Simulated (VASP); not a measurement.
# ZnS: single point with PBE

ZnS:

```xyz
2
Lattice="0.0000 2.6747 2.6747 2.6747 0.0000 2.6747 2.6747 2.6747 0.0000" Properties=species:S:1:pos:R:3 pbc="T T T"
Zn    1.3374    1.3374    1.3374
S     0.0000    0.0000    0.0000
```

* Program: VASP 6.6.1
* Task: single point
* Functional: PBE
* Potentials or basis: VASP PAW PBE potentials, release 64 (Zn, S)
* Cutoff: 500 eV
* k mesh: 6 × 6 × 6
* Occupations: gaussian, width 0.01 eV
* Spin: no spin polarisation
* Dipole correction: no
* Further INCAR settings: ALGO = Normal; EDIFF = 1e-06; NBANDS = 16

| Property | Result |
| --- | --- |
| Pressure | 4.3 GPa |
| Band gap on the k mesh | 2.25 eV, direct |

Levels at points of the mesh, in eV from the valence-band top:
| k point | band 6 | band 7 | band 8 | band 9 | band 10 | band 11 | band 12 | band 13 |
| --- | --- | --- | --- | --- | --- | --- | --- | --- |
| (0.00, 0.00, 0.00) | -5.93 | 0.00 | 0.00 | 0.00 | 2.25 | 6.37 | 6.37 | 6.37 |
| (0.50, 0.00, 0.00) | -5.72 | -5.49 | -0.91 | -0.91 | 3.37 | 6.91 | 6.91 | 8.99 |
| (0.50, 0.50, 0.00) | -5.71 | -4.68 | -2.33 | -2.33 | 3.33 | 4.07 | 11.20 | 12.18 |

It took 7.4 s on 1 thread of Intel(R) Xeon(R) Platinum 8488C (Sapphire Rapids), with other jobs on the host, peak memory 0.15 GiB.

Expect the measured gap to be larger: semilocal functionals such as PBE lack the derivative discontinuity.
